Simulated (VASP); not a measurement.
B17HN18 (a cell with a defect), 36 atoms in the cell. The cell holds a defect, 36 atoms: a = 7.465 Å, b = 7.465 Å, c = 6.495 Å, α = 90.00°, β = 90.00°, γ = 120.00°. 

```yaml
Program: VASP 6.6.1
Task: single point
Functional: PBE
Potentials_or_basis: VASP PAW PBE potentials, release 64 (B, N, H)
Cutoff: 520 eV
k_mesh: 2 × 2 × 2, shifted
Occupations: fermi-dirac, width 0.01 eV
Spin: no spin polarisation
Dipole_correction: no
Charge: -2
Further_INCAR_settings: LREAL = Auto; ALGO = Normal; EDIFF = 1e-06; NBANDS = 95; ISYM = -1; NELECT = 144.0
```

Potentials or basis: VASP PAW PBE potentials, release 64 (B, N, H).

Launch:

```sh
$ cat potpaw_PBE.64/B/POTCAR potpaw_PBE.64/N/POTCAR potpaw_PBE.64/H/POTCAR > POTCAR
$ mpirun -np 1 vasp_std > vasp.out
```

Hardware: 1 thread of AMD EPYC 9R45 96-Core Processor (Zen 5), with other jobs on the host.

How long does it take, and how much memory?

It took 2.3 min on 1 thread of AMD EPYC 9R45 96-Core Processor (Zen 5), on a shared host, peak memory 0.37 GiB. Counts: scf iterations 16, k points 4.
